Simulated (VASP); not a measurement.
# Mg (P6_3/mmc) in VASP: vibrations by perturbation theory with LDA

Aim: the vibrations by perturbation theory of Mg with LDA.

Everything below comes from runs of VASP 6.6.1. Logs are shortened: lines on timing, memory, paths and dates and some standing lists are left out, and cuts for length are marked.

## 1. The cell of the first run

Symmetry: P6_3/mmc, No. 194, hexagonal system. Conventional cell: a = 3.147 Å, b = 3.147 Å, c = 5.049 Å, α = 90.00°, β = 90.00°, γ = 120.00°. Within 4.1 Å of Mg (site symmetry -6m2) lie 12 Mg at 3.11 to 3.15 Å.

## 2. Vibrations by perturbation theory, LDA

The input, INCAR:

```
SYSTEM = Mg
PREC = Accurate ; ENCUT = 520
EDIFF = 1E-8 ; ISMEAR = -1
SIGMA = 0.15 ; LREAL = .False.
LASPH = .True. ; NELM = 60
ALGO = Normal ; ISIF = 2
LWAVE = .False. ; LCHARG = .True.
GGA = CA ; IBRION = 8
NSW = 1
```

The input, KPOINTS:

```
regular mesh
0
Gamma
  12 12 8
  0 0 0
```

The input, POSCAR:

```
Mg
1.0
    3.1465162292      0.0000000000      0.0000000000
   -1.5732581146      2.7249629879      0.0000000000
    0.0000000000      0.0000000000      5.0492109286
Mg
2
Direct
    0.3333333333      0.6666666667      0.2500000000
    0.6666666667      0.3333333333      0.7500000000
```

Potentials or basis: VASP PAW LDA potentials, release 64 (Mg).

Launch:

```sh
$ cat potpaw_LDA.64/Mg/POTCAR > POTCAR
$ mpirun -np 1 vasp_std > vasp.out
```

OUTCAR:

```text
SYSTEM = Mg
   PREC = Accurate
   ENCUT = 520
   EDIFF = 1E-8
   ISMEAR = -1
   LREAL = .False.
   LASPH = .True.
   NELM = 60
   ISIF = 2
   GGA = CA
   IBRION = 8
   NSW = 1

 ion  position               nearest neighbor table
   1  0.333  0.667  0.250-   2 3.11   2 3.11   2 3.11   2 3.11   2 3.11   2 3.11
   2  0.667  0.333  0.750-   1 3.11   1 3.11   1 3.11   1 3.11   1 3.11   1 3.11

  LATTYP: Found a hexagonal cell.
 ALAT       =     3.1465162292
 C/A-ratio  =     1.6046988354

  Lattice vectors:

 A1 = (   3.1465162292,   0.0000000000,   0.0000000000)
 A2 = (  -1.5732581146,   2.7249629879,   0.0000000000)
 A3 = (   0.0000000000,   0.0000000000,   5.0492109286)

Analysis of symmetry for initial positions (statically):
=====================================================================
 Subroutine PRICEL returns:
 Original cell was already a primitive cell.

 Routine SETGRP: Setting up the symmetry group for a
 hexagonal supercell.

 Subroutine GETGRP returns: Found 24 space group operations
 (whereof 12 operations were pure point group operations)
 out of a pool of 24 trial point group operations.

The static configuration has the point symmetry D_3d.
 The point group associated with its full space group is D_6h.

Analysis of symmetry for dynamics (positions and initial velocities):
=====================================================================
 Subroutine PRICEL returns:
 Original cell was already a primitive cell.

 Routine SETGRP: Setting up the symmetry group for a
 hexagonal supercell.

 Subroutine GETGRP returns: Found 24 space group operations
 (whereof 12 operations were pure point group operations)
 out of a pool of 24 trial point group operations.

The dynamic configuration has the point symmetry D_3d.
 The point group associated with its full space group is D_6h.

 Subroutine INISYM returns: Found 24 space group operations
 (whereof 12 operations are pure point group operations),
 and found     1 'primitive' translations

[... 381 lines left out ...]
  energy-cutoff  :      520.00
  volume of cell :       43.29
      direct lattice vectors                 reciprocal lattice vectors
     3.146516229  0.000000000  0.000000000     0.317811804  0.183488731  0.000000000
    -1.573258115  2.724962988  0.000000000     0.000000000  0.366977462  0.000000000
     0.000000000  0.000000000  5.049210929     0.000000000  0.000000000  0.198050748

 POSITION                                       TOTAL-FORCE (eV/Angst)
 -----------------------------------------------------------------------------------
     -0.00000      1.81664      1.26230         0.000000     -0.000000      0.000000
      1.57326      0.90832      3.78691        -0.000000      0.000000      0.000000
 -----------------------------------------------------------------------------------
    total drift:                                0.000000     -0.000000      0.000000

  FREE ENERGIE OF THE ION-ELECTRON SYSTEM (eV)
  ---------------------------------------------------
  free  energy   TOTEN  =        -3.6490057660 eV

  energy  without entropy=       -3.5892443234  energy(sigma->0) =       -3.61912504

[... ionic steps 2 to 3 ...]

--------------------------------------- Ionic step        4  -------------------------------------------

------------------------ aborting loop because EDIFF is reached ----------------------------------------

[... ionic steps 5 to 5 ...]

--------------------------------------- Ionic step        6  -------------------------------------------

 Free energy of the ion-electron system (eV)
  ---------------------------------------------------
  ---------------------------------------------------
  free energy    TOTEN  =        -0.00413800 eV

  energy without entropy =       -0.00413800

------------------------ aborting loop because EDIFF is reached ----------------------------------------

 INTERNAL STRAIN TENSOR  FOR ION    1  DIRECTION 3   (eV/Angst):
 -----------------------------------------------------------------------------
     0.00262  0.00000 -0.00000
     0.00000  0.00262 -0.00000
     0.00000 -0.00000 -0.00652

 INTERNAL STRAIN TENSOR FOR ION    2 for displacements in x,y,z  (eV/Angst):
          X           Y           Z          XY          YZ          ZX
  --------------------------------------------------------------------------------
  x     0.00000     0.00000     0.00000     0.93027     0.00000     0.00000
  y     0.93027    -0.93027     0.00000    -0.00000     0.00000     0.00000
  z    -0.00000     0.00000     0.00000     0.00000     0.00000     0.00000

 SECOND DERIVATIVES (NOT SYMMETRIZED)
 ------------------------------------
               1X          1Y          1Z          2X          2Y          2Z
  1X    -0.781025   -0.000000    0.000000    0.781025    0.000000    0.000000
  1Y     0.000000   -0.781025    0.000000    0.000000    0.781025    0.000000
  1Z     0.000000    0.000000   -3.071655    0.000000   -0.000000    3.071655
  2X     0.781025    0.000000    0.000000   -0.781025   -0.000000    0.000000
  2Y     0.000000    0.781025    0.000000    0.000000   -0.781025    0.000000
  2Z     0.000000   -0.000000    3.071655    0.000000    0.000000   -3.071655

 Eigenvectors and eigenvalues of the dynamical matrix
 ----------------------------------------------------

   1 f  =    7.859667 THz    49.383744 2PiTHz  262.170268 cm-1    32.504956 meV
             X         Y         Z           dx          dy          dz
     -0.000000  1.816642  1.262303     0.000000    0.000000   -0.707107
      1.573258  0.908321  3.786908     0.000000    0.000000    0.707107
[... 16 lines left out ...]
   5 f  =    0.000000 THz     0.000000 2PiTHz    0.000000 cm-1     0.000000 meV
             X         Y         Z           dx          dy          dz
     -0.000000  1.816642  1.262303     0.000000   -0.000000    0.707107
      1.573258  0.908321  3.786908     0.000000    0.000000    0.707107

   6 f/i=    0.000000 THz     0.000000 2PiTHz    0.000002 cm-1     0.000000 meV
             X         Y         Z           dx          dy          dz
     -0.000000  1.816642  1.262303     0.600458   -0.373430   -0.000000
      1.573258  0.908321  3.786908     0.600458   -0.373430    0.000000

--------------------------------------------------------------------------------------------------------

 ELASTIC MODULI CONTR FROM IONIC RELAXATION (kBar)
 Direction    XX          YY          ZZ          XY          YZ          ZX
 --------------------------------------------------------------------------------
 XX         -41.0066     41.0066      0.0000      0.0000      0.0000      0.0000
 YY          41.0066    -41.0066      0.0000     -0.0000      0.0000     -0.0000
 ZZ           0.0000      0.0000      0.0000      0.0000      0.0000      0.0000
 XY           0.0000     -0.0000      0.0000    -41.0066      0.0000     -0.0000
 YZ           0.0000      0.0000      0.0000      0.0000      0.0000      0.0000
 ZX           0.0000     -0.0000      0.0000     -0.0000      0.0000     -0.0000
 --------------------------------------------------------------------------------
```

OSZICAR:

```text
N       E                     dE             d eps       ncg     rms          rms(c)
DAV:   1    -0.602356081764E+00   -0.60236E+00   -0.13670E+03  1140   0.480E+02
DAV:   2    -0.364983915065E+01   -0.30475E+01   -0.28674E+01  1626   0.298E+01
DAV:   3    -0.366988726771E+01   -0.20048E-01   -0.19202E-01  1632   0.313E+00
DAV:   4    -0.366994462105E+01   -0.57353E-04   -0.57329E-04  1530   0.125E-01
[... 30 lines left out ...]
RMM:   6    -0.413793513985E-02   -0.41141E-06   -0.28979E-08  2588   0.493E-04    0.137E-04
RMM:   7    -0.413797414023E-02   -0.39000E-07   -0.15002E-07  2614   0.130E-04    0.846E-06
RMM:   8    -0.413801181495E-02   -0.37675E-07    0.19373E-08  2710   0.245E-05    0.256E-06
RMM:   9    -0.413800054711E-02    0.11268E-07    0.42108E-08  2557   0.100E-05    0.754E-07
RMM:  10    -0.413800297152E-02   -0.24244E-08   -0.57178E-09  2039   0.740E-06    0.642E-08
 Linear response finished
```

Wall time 46 s (1 thread of Intel Xeon 6975P-C (Granite Rapids), shared host); peak memory 0.33 GiB.

What came out:

```yaml
Highest_phonon_frequency_at_Γ: 262 cm⁻¹
```

Phonon frequencies in cm⁻¹ (negative: imaginary):
```csv
q point,frequencies
"(0.000, 0.000, 0.000)",0 0 0 132 132 262
```
